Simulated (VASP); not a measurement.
**BAs: single point with PBEsol**

BAs:

```
As B
1.0
     0.00000    2.38850    2.38850
     2.38850    0.00000    2.38850
     2.38850    2.38850    0.00000
As B
1 1
Direct
  0.75000 0.75000 0.75000
  0.00000 0.00000 0.00000
```

| Property | Result |
| --- | --- |
| Program | VASP 6.6.1 |
| Task | single point |
| Functional | PBEsol |
| Potentials or basis | VASP PAW PBE potentials, release 64 (As, B) |
| Cutoff | 520 eV |
| k mesh | 10 × 10 × 10 |
| Occupations | fermi-dirac, width 0.15 eV |
| Spin | collinear spin, ferromagnetic start |
| Starting moments | [0.5, 0.0] μB |

```
Pressure                                              : 0.1 GPa
Band gap on the k mesh                                : 1.08 eV, indirect (least direct gap 3.24 eV)
Net moment                                            : 0.00 μB per cell
Valence electrons inside the program's atomic spheres : As 2.93; B 1.82
```

Levels at points of the mesh, in eV from the valence-band top:
Spin up:
```csv
k point,band 1,band 2,band 3,band 4,band 5,band 6,band 7,band 8,band 9
"(0.00, 0.00, 0.00)",-15.44,0.00,0.00,0.00,3.24,3.24,3.24,4.68,9.35
"(0.50, 0.00, 0.00)",-12.55,-8.83,-1.83,-1.83,2.65,4.73,4.73,8.71,12.55
"(0.50, 0.50, 0.00)",-11.24,-8.53,-4.11,-4.11,1.31,1.34,11.34,11.34,12.78
```
Spin down:
```
           k point  band 2  band 3  band 4  band 5  band 6  band 7
(0.00, 0.00, 0.00)    0.00    0.00    0.00    3.24    3.24    3.24
(0.50, 0.00, 0.00)   -8.83   -1.83   -1.83    2.65    4.73    4.73
(0.50, 0.50, 0.00)   -8.53   -4.11   -4.11    1.31    1.34   11.34
```

Run time: 27 s on 1 thread of Intel(R) Xeon(R) Platinum 8488C (Sapphire Rapids), on a shared host, peak memory 0.18 GiB.

Caveat: the PAW data sets were made with another functional, which shifts forces and pressure a little. A k mesh can miss the band edges.
